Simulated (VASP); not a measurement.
# Ti2Cd (I4/mmm) in VASP: notebook

The runs below take Ti2Cd through single point, with LDA.

Everything below comes from runs of VASP 6.6.1. Logs are shortened: lines on timing, memory, paths and dates and some standing lists are left out, and cuts for length are marked.

**1. The cell of the first run**

The structure is tetragonal, space group I4/mmm (No. 139). Conventional cell: a = 2.865 Å, b = 2.865 Å, c = 13.554 Å, α = 90.00°, β = 90.00°, γ = 90.00°. Ti (site symmetry 4mm) has 8 Ti at 2.85 to 2.87 Å and 4 Cd at 3.13 Å within 3.8 Å. Within 3.8 Å of Cd (site symmetry 4/mmm) lie 4 Cd at 2.87 Å and 8 Ti at 3.13 Å.

**2. Single point, LDA (zz strain of +1 %)**

Contents of INCAR:

```
PREC = Accurate ; ENCUT = 520
EDIFF = 1E-7 ; ISMEAR = -1
SIGMA = 0.08 ; LREAL = False
LASPH = True ; NELM = 80
ALGO = Normal ; ISIF = 2
LWAVE = False ; LCHARG = False
NBANDS = 25
```

Contents of KPOINTS:

```
Automatic mesh
0
Gamma
  16 16 16
```

Contents of POSCAR:

```
Ti2Cd
1.0
   -1.4325000000      1.4325000000      6.7771000000
    1.4325000000     -1.4325000000      6.7771000000
    1.4325000000      1.4325000000     -6.7771000000
Ti Cd
2 1
Direct
    0.3240000000      0.3240000000      0.0000000000
    0.6760000000      0.6760000000      0.0000000000
    0.0000000000      0.0000000000      0.0000000000
```

Potentials or basis: VASP PAW LDA potentials, release 64 (Ti_sv, Cd).

On the command line:

```
> cat potpaw_LDA.64/Ti_sv/POTCAR potpaw_LDA.64/Cd/POTCAR > POTCAR
> mpirun -np 1 vasp_std > vasp.out
```

OUTCAR:

```text
PREC = Accurate
   ENCUT = 520
   EDIFF = 1E-7
   ISMEAR = -1
   LREAL = False
   LASPH = True
   NELM = 80
   ISIF = 2

 ion  position               nearest neighbor table
   1  0.324  0.324  0.000-   2 2.85   2 2.85   2 2.85   2 2.85   3 3.13   3 3.13   3 3.13   3 3.13

   2  0.676  0.676  0.000-   1 2.85   1 2.85   1 2.85   1 2.85   3 3.13   3 3.13   3 3.13   3 3.13

   3  0.000  0.000  0.000-   2 3.13   2 3.13   2 3.13   1 3.13   2 3.13   1 3.13   1 3.13   1 3.13

  LATTYP: Found a body centered tetragonal cell.
 ALAT       =     2.8650000000
 C/A-ratio  =     4.7309598604

  Lattice vectors:

 A1 = (  -1.4325000000,   1.4325000000,   6.7771000000)
 A2 = (   1.4325000000,  -1.4325000000,   6.7771000000)
 A3 = (   1.4325000000,   1.4325000000,  -6.7771000000)

Analysis of symmetry for initial positions (statically):
=====================================================================
 Subroutine PRICEL returns:
 Original cell was already a primitive cell.

 Routine SETGRP: Setting up the symmetry group for a
 body centered tetragonal supercell.

 Subroutine GETGRP returns: Found 16 space group operations
 (whereof 16 operations were pure point group operations)
 out of a pool of 16 trial point group operations.

The static configuration has the point symmetry D_4h.

Analysis of symmetry for dynamics (positions and initial velocities):
=====================================================================
 Subroutine PRICEL returns:
 Original cell was already a primitive cell.

 Routine SETGRP: Setting up the symmetry group for a
 body centered tetragonal supercell.

 Subroutine GETGRP returns: Found 16 space group operations
 (whereof 16 operations were pure point group operations)
 out of a pool of 16 trial point group operations.

The dynamic configuration has the point symmetry D_4h.

 Subroutine INISYM returns: Found 16 space group operations
 (whereof 16 operations are pure point group operations),
 and found     1 'primitive' translations

----------------------------------------------------------------------------------------

                                     Primitive cell

  volume of cell :      55.6280

  direct lattice vectors                    reciprocal lattice vectors
    -1.432500000  1.432500000  6.777100000     0.000000000  0.349040140  0.073777870
     1.432500000 -1.432500000  6.777100000     0.349040140  0.000000000  0.073777870
     1.432500000  1.432500000 -6.777100000     0.349040140  0.349040140  0.000000000

  length of vectors
     7.073414798  7.073414798  7.073414798     0.356752285  0.356752285  0.493617299

  position of ions in fractional coordinates (direct lattice)
     0.324000000  0.324000000  0.000000000
     0.676000000  0.676000000  0.000000000
     0.000000000  0.000000000  0.000000000

  ion indices of the primitive-cell ions
   primitive index   ion index
                 1           1
                 2           2
                 3           3

----------------------------------------------------------------------------------------

 KPOINTS: Automatic mesh

Automatic generation of k-mesh.
 Grid dimensions read from file:
 generate k-points for:   16   16   16

 Generating k-lattice:

  Cartesian coordinates                     Fractional coordinates (reciprocal lattice)
     0.000000000  0.021815009  0.004611117     0.062500000  0.000000000 -0.000000000
     0.021815009  0.000000000  0.004611117     0.000000000  0.062500000 -0.000000000
     0.021815009  0.021815009  0.000000000     0.000000000  0.000000000  0.062500000

  Length of vectors
     0.022297018  0.022297018  0.030851081

  Shift w.r.t. Gamma in fractional coordinates (k-lattice)
     0.000000000  0.000000000  0.000000000

 Subroutine IBZKPT returns following result:
 ===========================================

 Found    349 irreducible k-points:

 Following reciprocal coordinates:
            Coordinates               Weight
  0.000000  0.000000  0.000000      1.000000
  0.062500  0.000000  0.000000      8.000000
  0.125000  0.000000  0.000000      8.000000
  0.187500  0.000000  0.000000      8.000000
  0.250000  0.000000  0.000000      8.000000
  0.312500 -0.000000  0.000000      8.000000
[... 16 lines left out ...]
 -0.125000  0.062500  0.000000     16.000000
 -0.062500  0.062500  0.000000      4.000000
 [... further k-points ...]
   k-points           NKPTS =    349   k-points in BZ     NKDIM =    349   number of bands    NBANDS=     25
   number of dos      NEDOS =    301   number of ions     NIONS =      3
   total plane-waves  NPLWV = 157464
   dimension x,y,z NGX =    54 NGY =   54 NGZ =   54
   dimension x,y,z NGXF=   108 NGYF=  108 NGZF=  108
   ions per type =               2   1
   NGX,Y,Z   is equivalent  to a cutoff of  12.69, 12.69, 12.69 a.u.
   NGXF,Y,Z  is equivalent  to a cutoff of  25.38, 25.38, 25.38 a.u.
 SYSTEM =  unknown system
   PREC   = accura    normal or accurate (medium, high low for compatibility)
   ISTART =      0    job   : 0-new  1-cont  2-samecut
   ICHARG =      2    charge: 1-file 2-atom 10-const
   ISPIN  =      1    spin polarized calculation?
   LNONCOLLINEAR =      F non collinear calculations
   LSORBIT =      F    spin-orbit coupling
   LASPH  =      T    aspherical Exc in radial PAW
   ENCUT  =  520.0 eV  38.22 Ry    6.18 a.u.  13.15 13.15 13.15*2*pi/ulx,y,z
   NELM   =     80;   NELMIN=  2; NELMDL= -5     # of ELM steps
   EDIFF  = 0.1E-06   stopping-criterion for ELM
   LREAL  =      F    real-space projection
   EDIFFG = 0.1E-05   stopping-criterion for IOM
   NSW    =      0    number of steps for IOM
   IBRION =     -1    ionic relax: 0-MD 1-quasi-New 2-CG
   NFREE  =      0    steps in history (QN), initial steepest desc. (CG)
   ISIF   =      2    stress and relaxation
   ISYM   =      2    0-nonsym 1-usesym 2-fastsym
   POTIM  = 0.5000    time-step for ionic-motion
   TEBEG  =    0.0;   TEEND  =   0.0 temperature during run
   PSTRESS=    0.0 pullay stress
   NELECT =      36.0000    total number of electrons
   NUPDOWN=      -1.0000    fix difference up-down
   EMIN   =  10.00;   EMAX   =-10.00  energy-range for DOS
   EFERMI =   0.00;   METHOD = LEGACY
   ISMEAR =    -1;   SIGMA  =   0.08  broadening in eV -4-tet -1-fermi 0-gaus
   EFERMI_NEDOS =   21; number of points for ismear=-14 and -15
   IALGO  =     38    algorithm
   IMIX   =      4    mixing-type and parameters
     AMIX     =   0.40;   BMIX     =  1.00
     AMIX_MAG =   1.60;   BMIX_MAG =  1.00
  volume/ion in A,a.u.               =      18.54       125.13
  Fermi-wavevector in a.u.,A,eV,Ry     =   1.416048  2.675943 27.282289  2.005192
  Thomas-Fermi vector in A             =   2.537423
   LORBIT       =      0    0 simple, 1 ext, 2 COOP (PROOUT), +10 PAW based schemes
   GGA     = CA    functional components
   LHFCALC =     F    Hartree Fock is set to
   AEXX    =    0.0000 exact exchange contribution
   IVDW    =     0    specifies the selected vdW correction
   LEPSILON=     F    determine dielectric tensor
   LRPA    =     F    only Hartree local field effects (RPA)
 non-spin polarized calculation
  energy-cutoff  :      520.00
  volume of cell :       55.63
 maximum number of plane-waves:      1526
 NGX is ok and might be reduce to    54
   NGX = 27   NGY = 27   NGZ = 27

 number of electron      36.0000000 magnetization

 Free energy of the ion-electron system (eV)
  ---------------------------------------------------
  ext. energy  EPLUGINS =         0.00000000
  ---------------------------------------------------
  free energy    TOTEN  =       -18.84767171 eV

  energy without entropy =      -18.79909569  energy(sigma->0) =      -18.82338370

 E-fermi :   5.9739     XC(G=0): -11.7010

 val. band max:        5.9716395498   @ k =  -0.3125   0.4375   0.1875
 cond. band min:       5.9745400072   @ k =  -0.1250   0.5000   0.1250
 fundamental gap:      0.0029004574
 Fermi energy:         5.9738695254

 k-point     1 :       0.0000    0.0000    0.0000
  band No.  band energies     occupation
      1     -50.1999      2.00000
      2     -50.0954      2.00000
      3     -26.9461      2.00000
      4     -26.6317      2.00000
      5     -26.6317      2.00000
      6     -26.5750      2.00000
[... 17 lines left out ...]
     24       8.7800      0.00000
     25       8.7800      0.00000

 k-point     2 :       0.0625    0.0000    0.0000
  band No.  band energies     occupation
      1     -50.1970      2.00000
      2     -50.0945      2.00000
      3     -26.9432      2.00000
      4     -26.6595      2.00000
      5     -26.6290      2.00000
      6     -26.5638      2.00000
[... 17 lines left out ...]
     24       8.8289      0.00000
     25       8.8806      0.00000

 k-point     3 :       0.1250    0.0000    0.0000
  band No.  band energies     occupation
      1     -50.1886      2.00000
      2     -50.0919      2.00000
      3     -26.9358      2.00000
      4     -26.7184      2.00000
      5     -26.6210      2.00000
      6     -26.5520      2.00000
[... 17 lines left out ...]
     24       8.9450      0.00000
     25       9.0023      0.00000

 k-point     4 :       0.1875    0.0000    0.0000
  band No.  band energies     occupation
      1     -50.1755      2.00000
      2     -50.0884      2.00000
      3     -26.9290      2.00000
      4     -26.7927      2.00000
      5     -26.6086      2.00000
      6     -26.6043      2.00000
[... 17 lines left out ...]
     24       8.8362      0.00000
     25       9.0797      0.00000

 k-point     5 :       0.2500    0.0000    0.0000
  band No.  band energies     occupation
      1     -50.1594      2.00000
      2     -50.0852      2.00000
      3     -26.9332      2.00000
      4     -26.8728      2.00000
      5     -26.6570      2.00000
      6     -26.5928      2.00000
[... 17 lines left out ...]
     24       8.6894      0.00000
     25       9.0874      0.00000

 k-point     6 :       0.3125   -0.0000    0.0000
  band No.  band energies     occupation
      1     -50.1417      2.00000
      2     -50.0833      2.00000
      3     -26.9594      2.00000
      4     -26.9482      2.00000
      5     -26.6836      2.00000
      6     -26.5750      2.00000
[... 17 lines left out ...]
     24       8.6157      0.00000
     25       9.0566      0.00000
[... 393 lines left out ...]
 k-point    21 :      -0.2500    0.0625    0.0000
  band No.  band energies     occupation
      1     -50.1568      2.00000
      2     -50.0840      2.00000
      3     -26.9299      2.00000
      4     -26.8690      2.00000
      5     -26.6574      2.00000
      6     -26.6190      2.00000
[... 17 lines left out ...]
     24       8.7302      0.00000
     25       8.9274      0.00000

 k-point    22 :      -0.1875    0.0625    0.0000
  band No.  band energies     occupation
      1     -50.1728      2.00000
      2     -50.0874      2.00000
      3     -26.9259      2.00000
      4     -26.7893      2.00000
      5     -26.6337      2.00000
      6     -26.6048      2.00000
[... 17 lines left out ...]
     24       8.8204      0.00000
     25       8.8500      0.00000

 k-point    23 :      -0.1250    0.0625    0.0000
  band No.  band energies     occupation
      1     -50.1857      2.00000
      2     -50.0909      2.00000
      3     -26.9328      2.00000
      4     -26.7160      2.00000
      5     -26.6455      2.00000
      6     -26.5477      2.00000
[... 17 lines left out ...]
     24       8.7712      0.00000
     25       8.9704      0.00000

 k-point    24 :      -0.0625    0.0625    0.0000
  band No.  band energies     occupation
      1     -50.1941      2.00000
      2     -50.0935      2.00000
      3     -26.9403      2.00000
      4     -26.6640      2.00000
      5     -26.6476      2.00000
      6     -26.5543      2.00000
[... 17 lines left out ...]
     24       8.7488      0.00000
     25       9.0154      0.00000

 [... further k-points ...]
[... 5 lines left out ...]
  --------------------------------------------------------------------------------------
  -------------------------------------------------------------------------------------
  Total       -2.9309401     -2.9309401     -3.1165734      0.0000000      0.0000000      0.0000000
  in kB      -84.4159248    -84.4159248    -89.7624716      0.0000000      0.0000000      0.0000000
  external PRESSURE =     -86.1981071 kB  Pullay stress =       0.0000000 kB

 VOLUME and BASIS-vectors are now :
 -----------------------------------------------------------------------------
  energy-cutoff  :      520.00
  volume of cell :       55.63
      direct lattice vectors                 reciprocal lattice vectors
    -1.432500000  1.432500000  6.777100000     0.000000000  0.349040140  0.073777870
     1.432500000 -1.432500000  6.777100000     0.349040140  0.000000000  0.073777870
     1.432500000  1.432500000 -6.777100000     0.349040140  0.349040140  0.000000000

 POSITION                                       TOTAL-FORCE (eV/Angst)
 -----------------------------------------------------------------------------------
      0.00000      0.00000      4.39156         0.000000      0.000000     -0.327706
      0.00000      0.00000      9.16264        -0.000000     -0.000000      0.327706
      0.00000      0.00000      0.00000         0.000000      0.000000      0.000000
 -----------------------------------------------------------------------------------
    total drift:                                0.000000     -0.000000      0.000000

  FREE ENERGIE OF THE ION-ELECTRON SYSTEM (eV)
  ---------------------------------------------------
  free  energy   TOTEN  =       -18.8476717065 eV

  energy  without entropy=      -18.7990956944  energy(sigma->0) =      -18.82338370
```

Wall time 23 min (1 thread of Intel Xeon 6975P-C (Granite Rapids), shared host); peak memory 0.65 GiB.

Results:

- Free energy: -18.8477 eV
- Pressure: -8.6 GPa
- Largest force: 0.328 eV/Å
- Band gap on the k mesh: zero (bands 18 and 19 overlap by 0.63 eV)

Forces in eV/Å, atoms in the order of the input:
```
Ti   0.000  0.000 -0.328
Ti   0.000  0.000  0.328
Cd   0.000  0.000  0.000
```

Caveat: the cell differs from its parent crystal (zz strain of +1 %); the cell stands under tension.

**3. Single point, LDA (18.73 Å³/atom)**

This run uses another cell than the first one, of 18.73 Å³/atom.

Contents of INCAR:

```
PREC = Accurate
ENCUT = 520
EDIFF = 1E-6
ISMEAR = -1
SIGMA = 0.08
LREAL = False
LASPH = True
NELM = 60
ALGO = Normal
ISIF = 2
LWAVE = False
LCHARG = False
GGA = CA
NBANDS = 25
```

KPOINTS is that of step 2.

Contents of POSCAR:

```
Ti2Cd
1.0
   -1.4419870314      1.4419870314      6.7544383812
    1.4419870314     -1.4419870314      6.7544383812
    1.4419870314      1.4419870314     -6.7544383812
Ti Cd
2 1
Direct
    0.3240000000      0.3240000000      0.0000000000
    0.6760000000      0.6760000000      0.0000000000
    0.0000000000      0.0000000000      0.0000000000
```

Potentials or basis: VASP PAW LDA potentials, release 64 (Ti_sv, Cd).

On the command line:

```
> cat potpaw_LDA.64/Ti_sv/POTCAR potpaw_LDA.64/Cd/POTCAR > POTCAR
> mpirun -np 1 vasp_std > vasp.out
```

OUTCAR:

```text
PREC = Accurate
   ENCUT = 520
   EDIFF = 1E-6
   ISMEAR = -1
   LREAL = False
   LASPH = True
   NELM = 60
   ISIF = 2
   GGA = CA

 ion  position               nearest neighbor table
   1  0.324  0.324  0.000-   2 2.86   2 2.86   2 2.86   2 2.86   3 3.13   3 3.13   3 3.13   3 3.13

   2  0.676  0.676  0.000-   1 2.86   1 2.86   1 2.86   1 2.86   3 3.13   3 3.13   3 3.13   3 3.13

   3  0.000  0.000  0.000-   1 3.13   2 3.13   2 3.13   2 3.13   2 3.13   1 3.13   1 3.13   1 3.13

  LATTYP: Found a body centered tetragonal cell.
 ALAT       =     2.8839740628
 C/A-ratio  =     4.6841186738

  Lattice vectors:

 A1 = (  -1.4419870314,   1.4419870314,   6.7544383812)
 A2 = (   1.4419870314,  -1.4419870314,   6.7544383812)
 A3 = (   1.4419870314,   1.4419870314,  -6.7544383812)

Analysis of symmetry for initial positions (statically):
=====================================================================
 Subroutine PRICEL returns:
 Original cell was already a primitive cell.

 Routine SETGRP: Setting up the symmetry group for a
 body centered tetragonal supercell.
[... 160 lines left out ...]

 Free energy of the ion-electron system (eV)
  ---------------------------------------------------
  ext. energy  EPLUGINS =         0.00000000
  ---------------------------------------------------
  free energy    TOTEN  =       -18.81731460 eV

  energy without entropy =      -18.76743475  energy(sigma->0) =      -18.79237467

 E-fermi :   5.8949     XC(G=0): -11.6522

 val. band max:        5.8939090341   @ k =  -0.1875   0.4375   0.1875
 cond. band min:       5.8951432131   @ k =  -0.4375   0.5000   0.4375
 fundamental gap:      0.0012341790
 Fermi energy:         5.8949254623

 k-point     1 :       0.0000    0.0000    0.0000
  band No.  band energies     occupation
      1     -50.3109      2.00000
      2     -50.2086      2.00000
      3     -27.0515      2.00000
      4     -26.7560      2.00000
      5     -26.7560      2.00000
      6     -26.6913      2.00000
[... 661 lines left out ...]
     24       8.6054      0.00000
     25       8.8873      0.00000

 [... further k-points ...]
[... 5 lines left out ...]
  --------------------------------------------------------------------------------------
  -------------------------------------------------------------------------------------
  Total       -3.3056286     -3.3056286     -3.2656165      0.0000000      0.0000000      0.0000000
  in kB      -94.2741638    -94.2741638    -93.1330478      0.0000000      0.0000000      0.0000000
  external PRESSURE =     -93.8937918 kB  Pullay stress =       0.0000000 kB

 VOLUME and BASIS-vectors are now :
 -----------------------------------------------------------------------------
  energy-cutoff  :      520.00
  volume of cell :       56.18
      direct lattice vectors                 reciprocal lattice vectors
    -1.441987031  1.441987031  6.754438381     0.000000000  0.346743756  0.074025400
     1.441987031 -1.441987031  6.754438381     0.346743756  0.000000000  0.074025400
     1.441987031  1.441987031 -6.754438381     0.346743756  0.346743756  0.000000000

 POSITION                                       TOTAL-FORCE (eV/Angst)
 -----------------------------------------------------------------------------------
      0.00000      0.00000      4.37688        -0.000000     -0.000000     -0.326922
      0.00000      0.00000      9.13200        -0.000000     -0.000000      0.326922
      0.00000      0.00000      0.00000         0.000000      0.000000      0.000000
 -----------------------------------------------------------------------------------
    total drift:                                0.000000     -0.000000      0.000000

  FREE ENERGIE OF THE ION-ELECTRON SYSTEM (eV)
  ---------------------------------------------------
  free  energy   TOTEN  =       -18.8173145978 eV

  energy  without entropy=      -18.7674347451  energy(sigma->0) =      -18.79237467
```

stdout:

```text
POSCAR found type information on POSCAR TiCd
 POSCAR found :  2 types and       3 ions
 scaLAPACK will be used
 LDA part: xc-table for (Slater(with rela. corr.)+CA(PZ))
 , standard interpolation
 POSCAR, INCAR and KPOINTS ok, starting setup
 FFT: planning ... GRIDC
 FFT: planning ... GRID_SOFT
 FFT: planning ... GRID
 WAVECAR not read
 entering main loop
```

It took 22 min on 1 thread of Intel Xeon 6975P-C (Granite Rapids), shared host; peak memory 0.65 GiB.

Results:

```yaml
Free_energy: -18.8173 eV
Pressure: -9.4 GPa
Largest_force: 0.327 eV/Å
Band_gap_on_the_k_mesh: zero (bands 18 and 19 overlap by 0.58 eV)
```

Forces on the atoms (eV/Å):
```
Ti   0.000  0.000 -0.327
Ti   0.000  0.000  0.327
Cd   0.000  0.000  0.000
```

Caveat: the cell stands under tension.

(Part 1 of 2 ends here.)
